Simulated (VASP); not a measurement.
A run of VASP 6.6.1 is set up as follows.

The input INCAR:

```
PREC     = Accurate       # precision mode
ENCUT    = 600            # plane-wave cutoff, eV
EDIFF    = 1E-7           # SCF threshold, eV
ISMEAR   = 0              # smearing method
SIGMA    = 0.1            # smearing width, eV
LREAL    = False          # projectors in reciprocal space
LASPH    = True           # aspherical terms in the spheres
NELM     = 100            # most SCF steps
ALGO     = Fast           # electronic algorithm
ISIF     = 3              # what is computed and relaxed
LWAVE    = False          # write WAVECAR
LCHARG   = False          # write CHGCAR
GGA      = CA             # functional
IBRION   = 2              # ionic algorithm
NSW      = 80             # ionic steps
EDIFFG   = -0.003         # ionic threshold
```

KPOINTS

```
regular mesh
0
Gamma
  34 34 34
```

Contents of POSCAR:

```
Al
1.0
    0.0000000000      2.0250000000      2.0250000000
    2.0250000000      0.0000000000      2.0250000000
    2.0250000000      2.0250000000      0.0000000000
Al
1
Direct
    0.0000000000      0.0000000000      0.0000000000
```

Potentials or basis: VASP PAW LDA potentials, release 64 (Al).

Launch:

```sh
$ cat potpaw_LDA.64/Al/POTCAR > POTCAR
$ mpirun -np 1 vasp_std > vasp.out
```

Predict the relaxed cell.

a = 2.817 Å, b = 2.817 Å, c = 2.817 Å, α = 60.00°, β = 60.00°, γ = 60.00°.

Predict the space group after relaxing (to 0.05 Å).

Fm-3m (No. 225).

What does it give for the relaxed volume?

15.81 Å³/atom.

Step by step:
```
step  energy change (eV)  largest force (eV/Å)  pressure (GPa)  volume (Å³)
   1              0.0000                0.0000           -3.69        16.61
   2             -0.0095                0.0000            0.56        15.71
   3             -0.0096                0.0000            0.00        15.81
```
